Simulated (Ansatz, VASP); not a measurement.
## Two plane-wave programs on KCl

File INCAR:

```
SYSTEM = KCl
PREC     = Accurate       ! precision mode
ENCUT    = 520            ! plane-wave cutoff, eV
EDIFF    = 1E-6           ! SCF threshold, eV
ISMEAR   = 0              ! smearing method
SIGMA    = 0.05           ! smearing width, eV
LREAL    = .FALSE.        ! projectors in reciprocal space
LASPH    = .TRUE.         ! aspherical terms in the spheres
NELM     = 80             ! most SCF steps
ALGO     = Normal         ! electronic algorithm
ISIF     = 2              ! what is computed and relaxed
LWAVE    = .FALSE.        ! write WAVECAR
LCHARG   = .FALSE.        ! write CHGCAR
GGA      = CA             ! functional
NBANDS   = 15             ! bands
```

File KPOINTS:

```
regular mesh
0
G
  6 6 6
  0 0 0
```

Contents of POSCAR:

```
KCl
1.0
    3.7432161000      0.0000000000      0.0000000000
    0.0000000000      3.7432161000      0.0000000000
    0.0000000000      0.0000000000      3.9351759000
K Cl
1 1
Direct
    0.0000000000      0.0000000000      0.0000000000
    0.5000000000      0.5000000000      0.5000000000
```

Input for Ansatz:

```yaml
crystal:
  lattice:
    - [3.7432161, 0.0, 0.0]
    - [0.0, 3.7432161, 0.0]
    - [0.0, 0.0, 3.9351759]
  atoms:
    - { symbol: K, position: [0.0, 0.0, 0.0] }
    - { symbol: Cl, position: [0.5, 0.5, 0.5] }
basis:
  ecutwfc: 420
kpoints:
  mp_grid: { grid: [6, 6, 6] }
hamiltonian:
  xc: lda
scf:
  occupations: { method: gaussian, width: 0.05 }
output:
  forces: true
  stress: true
  eigenvalues: true
```

Change from the starting cell: strain -0.025 along x and y, +0.025 along z, atoms carried along.

Alike in both runs: task single point; functional LDA; k mesh 6 × 6 × 6; occupations gaussian, width 0.05 eV; no spin polarisation.

```csv
,VASP,Ansatz
version,VASP 6.6.1,Ansatz 0.2.0
potentials or method,"VASP PAW LDA potentials, release 64 (K_sv, Cl), cutoff 520 eV","scalar-relativistic, plane waves, PAW"
valence electrons in the cell,16,16
```

Ansatz gave:

| Item | Value |
| --- | --- |
| gap on the k mesh at the Fermi level (eV) | 4.35 |
| least direct gap on the mesh (eV) | 4.56 |
| pressure (GPa) | -2.8 |
| traceless stress, the component that is largest in VASP (GPa) | -1.44 |

Question: Which values does VASP return?

Answer: gap on the k mesh at the Fermi level (eV): 4.36; least direct gap on the mesh (eV): 4.56; pressure (GPa): -2.8; traceless stress, the component that is largest in VASP (GPa): -1.44.

LDA's correlation is that of Perdew and Zunger in VASP and of Perdew and Wang (1992) in Ansatz.
